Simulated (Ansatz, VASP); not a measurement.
**Two plane-wave programs on H**

Contents of INCAR:

```
SYSTEM = H
ALGO     = Normal         ! electronic algorithm
EDIFF    = 1E-8           ! SCF threshold, eV
ENCUT    = 520            ! plane-wave cutoff, eV
GGA      = PE             ! functional
ISIF     = 2              ! what is computed and relaxed
ISMEAR   = -1             ! smearing method
LASPH    = .TRUE.         ! aspherical terms in the spheres
LCHARG   = .FALSE.        ! write CHGCAR
LEFG     = .TRUE.       
LREAL    = .FALSE.        ! projectors in reciprocal space
LWAVE    = .FALSE.        ! write WAVECAR
NBANDS   = 8              ! bands
NELM     = 100            ! most SCF steps
PREC     = Accurate       ! precision mode
SIGMA    = 0.05           ! smearing width, eV
```

Contents of KPOINTS:

```
k-points
0
G
  17 17 9
  0 0 0
```

Contents of POSCAR:

```
H
1.0
    1.9193272223      0.0000000000      0.0000000000
   -0.9596636112      1.6621861327      0.0000000000
    0.0000000000      0.0000000000      1.8919284493
H
2
Direct
    0.3333333333      0.6666666667      0.2500000000
    0.6666666667      0.3333333333      0.7500000000
```

Input for Ansatz:

```yaml
crystal:
  lattice:
    - [1.9193272223, 0.0, 0.0]
    - [-0.9596636112, 1.6621861327, 0.0]
    - [0.0, 0.0, 1.8919284493]
  atoms:
    - { symbol: H, position: [0.3333333333, 0.6666666667, 0.25] }
    - { symbol: H, position: [0.6666666667, 0.3333333333, 0.75] }
kpoints:
  mp_grid: { grid: [17, 17, 9] }
scf:
  occupations: { method: fermi_dirac, width: 0.05 }
hamiltonian:
  xc: pbe
  pseudopotentials: { kind: paw }
output:
  forces: true
  stress: true
  eigenvalues: true
  efg: { contact_densities: true }
```

Change from the starting cell: volume scaled by 0.98, PAW files.

Alike in both runs: task electric field gradients; functional PBE; k mesh 17 × 17 × 9; occupations fermi-dirac, width 0.05 eV; no spin polarisation.

```csv
,VASP,Ansatz
version,VASP 6.6.1,Ansatz 0.2.0
potentials or method,"VASP PAW PBE potentials, release 64 (H)","PAW with Ansatz's default frozen-core files, scalar-relativistic"
plane-wave cutoff (eV),520,420
valence electrons in the cell,2,2
```

|  | VASP | Ansatz | Ansatz less VASP |
| --- | --- | --- | --- |
| pressure (GPa) | 1.7 | 2.1 | +0.38 |
| traceless stress, the component that is largest in VASP (GPa) | 0.00 | 0.09 | +0.091 |

With one functional, cell and mesh, what is left measures potentials, basis and numerics.

The k mesh is coarse, so the values compare programs but aren't converged.
